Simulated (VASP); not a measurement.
Li: single point with PBE

Crystal: Li.

```
Li
1.0
    -1.78823    1.78823    6.05110
     1.78823   -1.78823    6.05110
     1.78823    1.78823   -6.05110
Li
4
Direct
  0.79200 0.79200 0.00000
  0.54200 0.04200 0.50000
  0.20800 0.20800 0.00000
  0.95800 0.45800 0.50000
```

The cell was built from a structure type or drawn by symmetry, and may not be a known phase.

| Property | Result |
| --- | --- |
| Program | VASP 6.6.1 |
| Task | single point |
| Functional | PBE |
| Potentials or basis | VASP PAW PBE potentials, release 64 (Li_sv) |
| Cutoff | 520 eV |
| k mesh | 6 × 6 × 6 |
| Occupations | gaussian, width 0.1 eV |
| Spin | no spin polarisation |

```json
{
 "Largest force": "0.029 eV/Å",
 "Band gap on the k mesh": "zero (bands 6 and 7 overlap by 1.17 eV)"
}
```

Forces in eV/Å, atoms in the order of the input:
```
Li   0.000  0.000 -0.029
Li   0.000  0.000 -0.029
Li   0.000  0.000  0.029
Li   0.000  0.000  0.029
```

Levels at points of the mesh, in eV from the Fermi level:
| k point | band 3 | band 4 | band 5 | band 6 | band 7 | band 8 | band 9 | band 10 |
| --- | --- | --- | --- | --- | --- | --- | --- | --- |
| (0.00, 0.00, 0.00) | -46.60 | -46.57 | -3.57 | -0.92 | 0.06 | 5.26 | 5.26 | 5.37 |
| (0.50, 0.00, 0.00) | -46.61 | -46.59 | -1.30 | -1.13 | -0.26 | 1.13 | 2.88 | 5.17 |
| (0.50, 0.50, 0.00) | -46.60 | -46.60 | 0.31 | 0.31 | 0.70 | 0.70 | 3.34 | 3.34 |
| (0.50, 0.50, 0.50) | -46.58 | -46.58 | -2.82 | -2.82 | 3.58 | 3.58 | 4.36 | 4.36 |

Run time: 35 s on 1 thread of Intel(R) Xeon(R) 6975P-C (Granite Rapids), on a shared host, peak memory 0.31 GiB.
